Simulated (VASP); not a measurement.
# TaAs (scan) (I4_1md) in VASP: single point with r2SCAN

Aim: the single point of TaAs (scan) with r2SCAN.

All numbers are computed with VASP 6.6.1; they aren't measurements. Logs are shortened: lines on timing, memory, paths and dates and some standing lists are left out, and cuts for length are marked.

### 1 The cell of the first run

It takes space group I4_1md (No. 109, tetragonal). The conventional cell has a = 3.444 Å, b = 3.444 Å, c = 11.736 Å, α = 90.00°, β = 90.00°, γ = 90.00°. Within 3.4 Å of Ta (site symmetry 2mm) lie 6 As at 2.61 to 2.62 Å. As (site symmetry 2mm) has 6 Ta at 2.61 to 2.62 Å within 3.4 Å.

### 2 Single point, r2SCAN

The input, POSCAR:

```
TaAs
1.0
   -1.7218133622      1.7218133622      5.8679415361
    1.7218133622     -1.7218133622      5.8679415361
    1.7218133622      1.7218133622     -5.8679415361
Ta As
2 2
Direct
    0.4999673000      0.9999673000      0.5000000000
    0.7499673000      0.7499673000      0.0000000000
    0.0826321200      0.5826321200      0.5000000000
    0.3326321200      0.3326321200      0.0000000000
```

The input, INCAR.step1:

```
SYSTEM = TaAs
PREC     = Accurate       ! precision mode
ENCUT    = 520            ! plane-wave cutoff, eV
ISMEAR   = 0              ! smearing method
SIGMA    = 0.1            ! smearing width, eV
LREAL    = .FALSE.        ! projectors in reciprocal space
LASPH    = .TRUE.         ! aspherical terms in the spheres
NELM     = 80             ! most SCF steps
NBANDS   = 24             ! bands
GGA      = PE             ! functional
ALGO     = Normal         ! electronic algorithm
EDIFF    = 1E-4           ! SCF threshold, eV
LWAVE    = .TRUE.         ! write WAVECAR
LCHARG   = .FALSE.        ! write CHGCAR
```

The input, INCAR.step2:

```
SYSTEM = TaAs
PREC     = Accurate       ! precision mode
ENCUT    = 520            ! plane-wave cutoff, eV
EDIFF    = 1E-6           ! SCF threshold, eV
ISMEAR   = 0              ! smearing method
SIGMA    = 0.1            ! smearing width, eV
LREAL    = .FALSE.        ! projectors in reciprocal space
LASPH    = .TRUE.         ! aspherical terms in the spheres
NELM     = 80             ! most SCF steps
ALGO     = Normal         ! electronic algorithm
ISIF     = 2              ! what is computed and relaxed
LWAVE    = .FALSE.        ! write WAVECAR
LCHARG   = .FALSE.        ! write CHGCAR
METAGGA  = R2SCAN         ! meta-GGA
LMIXTAU  = .TRUE.       
NBANDS   = 24             ! bands
ISTART   = 1
```

The input, KPOINTS:

```
regular mesh
0
G
  8 8 8
  0 0 0
```

Potentials or basis: VASP PAW PBE potentials, release 64 (Ta_pv, As).

Run with:

```console
$ cat potpaw_PBE.64/Ta_pv/POTCAR potpaw_PBE.64/As/POTCAR > POTCAR
$ cp INCAR.step1 INCAR
$ mpirun -np 1 vasp_std > vasp.out
$ cp INCAR.step2 INCAR
$ mpirun -np 1 vasp_std > vasp.out
```

OUTCAR:

```text
SYSTEM = TaAs
   PREC = Accurate
   ENCUT = 520
   EDIFF = 1E-6
   ISMEAR = 0
   LREAL = .FALSE.
   LASPH = .TRUE.
   NELM = 80
   ISIF = 2
   METAGGA = R2SCAN
   ISTART = 1

 ion  position               nearest neighbor table
   1  0.500  1.000  0.500-   4 2.61   4 2.61   3 2.62   3 2.62   3 2.62   3 2.62   2 3.40   2 3.40
                             2 3.40   2 3.40
   2  0.750  0.750  0.000-   3 2.61   3 2.61   4 2.62   4 2.62   4 2.62   4 2.62   1 3.40   1 3.40
                             1 3.40   1 3.40
   3  0.083  0.583  0.500-   2 2.61   2 2.61   1 2.62   1 2.62   1 2.62   1 2.62
   4  0.333  0.333  0.000-   1 2.61   1 2.61   2 2.62   2 2.62   2 2.62   2 2.62

  LATTYP: Found a body centered tetragonal cell.
 ALAT       =     3.4436267244
 C/A-ratio  =     3.4080009279

  Lattice vectors:

 A1 = (  -1.7218133622,   1.7218133622,   5.8679415361)
 A2 = (   1.7218133622,  -1.7218133622,   5.8679415361)
 A3 = (   1.7218133622,   1.7218133622,  -5.8679415361)

Analysis of symmetry for initial positions (statically):
=====================================================================
 Subroutine PRICEL returns:
 Original cell was already a primitive cell.

 Routine SETGRP: Setting up the symmetry group for a
 body centered tetragonal supercell.

 Subroutine GETGRP returns: Found  8 space group operations
 (whereof  4 operations were pure point group operations)
 out of a pool of 16 trial point group operations.

The static configuration has the point symmetry C_2v.
 The point group associated with its full space group is C_4v.

Analysis of symmetry for dynamics (positions and initial velocities):
=====================================================================
 Subroutine PRICEL returns:
 Original cell was already a primitive cell.

 Routine SETGRP: Setting up the symmetry group for a
 body centered tetragonal supercell.

 Subroutine GETGRP returns: Found  8 space group operations
 (whereof  4 operations were pure point group operations)
 out of a pool of 16 trial point group operations.

The dynamic configuration has the point symmetry C_2v.
 The point group associated with its full space group is C_4v.

 Subroutine INISYM returns: Found  8 space group operations
 (whereof  4 operations are pure point group operations),
 and found     1 'primitive' translations

----------------------------------------------------------------------------------------

                                     Primitive cell

  volume of cell :      69.5854

  direct lattice vectors                    reciprocal lattice vectors
    -1.721813362  1.721813362  5.867941536     0.000000000  0.290391520  0.085208756
     1.721813362 -1.721813362  5.867941536     0.290391520  0.000000000  0.085208756
     1.721813362  1.721813362 -5.867941536     0.290391520  0.290391520  0.000000000

  length of vectors
     6.353111079  6.353111079  6.353111079     0.302634709  0.302634709  0.410675626

  position of ions in fractional coordinates (direct lattice)
     0.499967300  0.999967300  0.500000000
     0.749967300  0.749967300  0.000000000
     0.082632120  0.582632120  0.500000000
     0.332632120  0.332632120  0.000000000

  ion indices of the primitive-cell ions
   primitive index   ion index
                 1           1
                 2           2
                 3           3
                 4           4

----------------------------------------------------------------------------------------

 KPOINTS: regular mesh

Automatic generation of k-mesh.
 Grid dimensions read from file:
 generate k-points for:    8    8    8

 Generating k-lattice:

  Cartesian coordinates                     Fractional coordinates (reciprocal lattice)
     0.000000000  0.036298940  0.010651095     0.125000000  0.000000000  0.000000000
     0.036298940  0.000000000  0.010651095     0.000000000  0.125000000  0.000000000
     0.036298940  0.036298940  0.000000000     0.000000000  0.000000000  0.125000000

  Length of vectors
     0.037829339  0.037829339  0.051334453

  Shift w.r.t. Gamma in fractional coordinates (k-lattice)
     0.000000000  0.000000000  0.000000000

 Subroutine IBZKPT returns following result:
 ===========================================

 Found     59 irreducible k-points:

 Following reciprocal coordinates:
            Coordinates               Weight
  0.000000  0.000000  0.000000      1.000000
  0.125000  0.000000 -0.000000      8.000000
  0.250000  0.000000 -0.000000      8.000000
  0.375000  0.000000  0.000000      8.000000
  0.500000  0.000000 -0.000000      4.000000
  0.125000  0.125000 -0.000000      8.000000
[... 16 lines left out ...]
  0.250000  0.125000  0.125000     16.000000
  0.375000  0.125000  0.125000      8.000000
 [... further k-points ...]
   k-points           NKPTS =     59   k-points in BZ     NKDIM =     59   number of bands    NBANDS=     24
   number of dos      NEDOS =    301   number of ions     NIONS =      4
   total plane-waves  NPLWV = 110592
   dimension x,y,z NGX =    48 NGY =   48 NGZ =   48
   dimension x,y,z NGXF=    96 NGYF=   96 NGZF=   96
   ions per type =               2   2
   NGX,Y,Z   is equivalent  to a cutoff of  12.56, 12.56, 12.56 a.u.
   NGXF,Y,Z  is equivalent  to a cutoff of  25.12, 25.12, 25.12 a.u.
 SYSTEM =  TaAs
   PREC   = accura    normal or accurate (medium, high low for compatibility)
   ISTART =      1    job   : 0-new  1-cont  2-samecut
   ICHARG =      0    charge: 1-file 2-atom 10-const
   ISPIN  =      1    spin polarized calculation?
   LNONCOLLINEAR =      F non collinear calculations
   LSORBIT =      F    spin-orbit coupling
   LASPH  =      T    aspherical Exc in radial PAW
   ENCUT  =  520.0 eV  38.22 Ry    6.18 a.u.  11.81 11.81 11.81*2*pi/ulx,y,z
   NELM   =     80;   NELMIN=  2; NELMDL=  0     # of ELM steps
   EDIFF  = 0.1E-05   stopping-criterion for ELM
   LREAL  =      F    real-space projection
   EDIFFG = 0.1E-04   stopping-criterion for IOM
   NSW    =      0    number of steps for IOM
   IBRION =     -1    ionic relax: 0-MD 1-quasi-New 2-CG
   NFREE  =      0    steps in history (QN), initial steepest desc. (CG)
   ISIF   =      2    stress and relaxation
   ISYM   =      2    0-nonsym 1-usesym 2-fastsym
   POTIM  = 0.5000    time-step for ionic-motion
   TEBEG  =    0.0;   TEEND  =   0.0 temperature during run
   PSTRESS=    0.0 pullay stress
   NELECT =      32.0000    total number of electrons
   NUPDOWN=      -1.0000    fix difference up-down
   EMIN   =  10.00;   EMAX   =-10.00  energy-range for DOS
   EFERMI =   0.00;   METHOD = LEGACY
   ISMEAR =     0;   SIGMA  =   0.10  broadening in eV -4-tet -1-fermi 0-gaus
   EFERMI_NEDOS =   21; number of points for ismear=-14 and -15
   IALGO  =     38    algorithm
   IMIX   =      4    mixing-type and parameters
     AMIX     =   0.40;   BMIX     =  1.00
     AMIX_MAG =   1.60;   BMIX_MAG =  1.00
  volume/ion in A,a.u.               =      17.40       117.40
  Fermi-wavevector in a.u.,A,eV,Ry     =   1.263627  2.387909 21.725142  1.596753
  Thomas-Fermi vector in A             =   2.396974
   LORBIT       =      0    0 simple, 1 ext, 2 COOP (PROOUT), +10 PAW based schemes
   METAGGA = R2SCAN    functional components
   LHFCALC =     F    Hartree Fock is set to
   AEXX    =    0.0000 exact exchange contribution
   IVDW    =     0    specifies the selected vdW correction
   LEPSILON=     F    determine dielectric tensor
   LRPA    =     F    only Hartree local field effects (RPA)
 non-spin polarized calculation
 Gauss-broadening in eV      SIGMA  =   0.10
  energy-cutoff  :      520.00
  volume of cell :       69.59
 maximum number of plane-waves:      1890
   NGX = 23   NGY = 23   NGZ = 23

 number of electron      32.0000002 magnetization

 Free energy of the ion-electron system (eV)
  ---------------------------------------------------
  ext. energy  EPLUGINS =         0.00000000
  ---------------------------------------------------
  free energy    TOTEN  =      -129.07401613 eV

  energy without entropy =     -129.06928236  energy(sigma->0) =     -129.07164924

 E-fermi :   6.9499     XC(G=0): -12.7292

 val. band max:        6.9466421604   @ k =  -0.2500   0.2500   0.2500
 cond. band min:       6.9562389953   @ k =  -0.1250   0.5000   0.1250
 fundamental gap:      0.0095968348
 Fermi energy:         6.9498689039

 k-point     1 :       0.0000    0.0000    0.0000
  band No.  band energies     occupation
      1     -29.3892      2.00000
      2     -29.3372      2.00000
      3     -29.3372      2.00000
      4     -29.1889      2.00000
      5     -29.1889      2.00000
      6     -29.1364      2.00000
[... 16 lines left out ...]
     23      11.1913      0.00000
     24      11.1913      0.00000

 k-point     2 :       0.1250    0.0000   -0.0000
  band No.  band energies     occupation
      1     -29.3851      2.00000
      2     -29.3573      2.00000
      3     -29.3349      2.00000
      4     -29.2131      2.00000
      5     -29.1860      2.00000
      6     -29.1390      2.00000
[... 16 lines left out ...]
     23      11.0962      0.00000
     24      11.8936      0.00000

 k-point     3 :       0.2500    0.0000   -0.0000
  band No.  band energies     occupation
      1     -29.4313      2.00000
      2     -29.3490      2.00000
      3     -29.3292      2.00000
      4     -29.2668      2.00000
      5     -29.1792      2.00000
      6     -29.1499      2.00000
[... 16 lines left out ...]
     23      11.6625      0.00000
     24      13.1455      0.00000
[... 514 lines left out ...]
 k-point    23 :       0.2500    0.1250    0.1250
  band No.  band energies     occupation
      1     -29.4783      2.00000
      2     -29.4113      2.00000
      3     -29.3250      2.00000
      4     -29.2815      2.00000
      5     -29.2417      2.00000
      6     -29.1671      2.00000
[... 16 lines left out ...]
     23      11.7819      0.00000
     24      12.7623      0.00000

 k-point    24 :       0.3750    0.1250    0.1250
  band No.  band energies     occupation
      1     -29.5027      2.00000
      2     -29.4083      2.00000
      3     -29.3426      2.00000
      4     -29.2722      2.00000
      5     -29.2360      2.00000
      6     -29.1768      2.00000
[... 16 lines left out ...]
     23      11.7814      0.00000
     24      12.3664      0.00000

 [... further k-points ...]
[... 5 lines left out ...]
  --------------------------------------------------------------------------------------
  -------------------------------------------------------------------------------------
  Total       -0.0122537     -0.0122537      0.0697033      0.0000000      0.0000000      0.0000000
  in kB       -0.2821362     -0.2821362      1.6048926      0.0000000      0.0000000      0.0000000
  external PRESSURE =       0.3468734 kB  Pullay stress =       0.0000000 kB

 VOLUME and BASIS-vectors are now :
 -----------------------------------------------------------------------------
  energy-cutoff  :      520.00
  volume of cell :       69.59
      direct lattice vectors                 reciprocal lattice vectors
    -1.721813362  1.721813362  5.867941536     0.000000000  0.290391520  0.085208756
     1.721813362 -1.721813362  5.867941536     0.290391520  0.000000000  0.085208756
     1.721813362  1.721813362 -5.867941536     0.290391520  0.290391520  0.000000000

 POSITION                                       TOTAL-FORCE (eV/Angst)
 -----------------------------------------------------------------------------------
      1.72181     -0.00000      5.86756        -0.000000     -0.000000      0.005947
      0.00000      0.00000      8.80153        -0.000000     -0.000000      0.005947
      1.72181      0.00000      0.96976         0.000000      0.000000     -0.005947
      0.00000      0.00000      3.90373         0.000000      0.000000     -0.005947
 -----------------------------------------------------------------------------------
    total drift:                               -0.000001     -0.000001      0.000246

  FREE ENERGIE OF THE ION-ELECTRON SYSTEM (eV)
  ---------------------------------------------------
  free  energy   TOTEN  =      -129.0740161280 eV

  energy  without entropy=     -129.0692823598  energy(sigma->0) =     -129.07164924
```

Wall time 13 min (1 thread of AMD EPYC 7R43 (Zen 3), shared host); peak memory 0.37 GiB.

Results:

```
Free energy            : -129.0740 eV
Pressure               : 0.0 GPa
Largest force          : 0.006 eV/Å
Band gap on the k mesh : zero (band 16 reaches 7.00 eV, above the bottom of band 17 at 6.95 eV)
```

Forces on the atoms (eV/Å):
```
Ta   0.000  0.000  0.006
Ta   0.000  0.000  0.006
As   0.000  0.000 -0.006
As   0.000  0.000 -0.006
```

Caveat: the PAW data sets were made with another functional, which shifts forces and pressure a little; spin-orbit coupling is left out, which moves the levels of the heavy elements.
